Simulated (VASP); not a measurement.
Wanted: the native input for a VASP 6.6.1 run.

```yaml
Task: relaxation of cell and atoms
Functional: PBEsol
Potentials_or_basis: VASP PAW PBE potentials, release 64 (Sr_sv, O)
Cutoff: 600 eV
k_mesh: 8 × 8 × 8
Occupations: fermi-dirac, width 0.02 eV
Spin: no spin polarisation
Dipole_correction: no
Further_INCAR_settings: ALGO = Normal; EDIFF = 1e-07; IBRION = 2; EDIFFG = -0.005; NSW = 80; ISIF = 3
```

The structure of SrO lies in POSCAR:

```
SrO
1.0
    0.0000000000      2.8063986452      2.8063986452
    2.8063986452      0.0000000000      2.8063986452
    2.8063986452      2.8063986452      0.0000000000
Sr O
1 1
Direct
    0.0000000000      0.0000000000      0.0000000000
    0.2500000000      0.2500000000      0.2500000000
```

The input as run:

INCAR

```
SYSTEM = SrO
  PREC = Accurate
  ENCUT = 600
  EDIFF = 1E-7
  ISMEAR = -1
  SIGMA = 0.02
  LREAL = .FALSE.
  LASPH = .TRUE.
  NELM = 60
  ALGO = Normal
  ISIF = 3
  LWAVE = .FALSE.
  LCHARG = .FALSE.
  GGA = PS
  IBRION = 2
  NSW = 80
  EDIFFG = -0.005
```

KPOINTS

```
regular mesh
0
G
  8 8 8
  0 0 0
```

Potentials or basis: VASP PAW PBE potentials, release 64 (Sr_sv, O).

The run is started by

```console
$ cat potpaw_PBE.64/Sr_sv/POTCAR potpaw_PBE.64/O/POTCAR > POTCAR
$ mpirun -np 1 vasp_std > vasp.out
```

Results of the run:

* Relaxed volume: 21.38 Å³/atom
* Relaxed cell: a = 3.925 Å, b = 3.925 Å, c = 3.925 Å, α = 60.00°, β = 60.00°, γ = 60.00°
* Space group after relaxing (to 0.1 Å): F-43m (No. 216)
* Energy gained by relaxing: 4.7 meV/atom
* Ionic steps: 3
* Pressure after relaxing: 0.0 GPa
* Band gap on the k mesh: 2.44 eV (least direct gap 3.34 eV)

Caveat: the PAW data sets were made with another functional, which shifts forces and pressure a little.

Run time: 60 s on 1 thread of Intel Xeon 8259CL (shared host), peak memory 0.19 GiB.
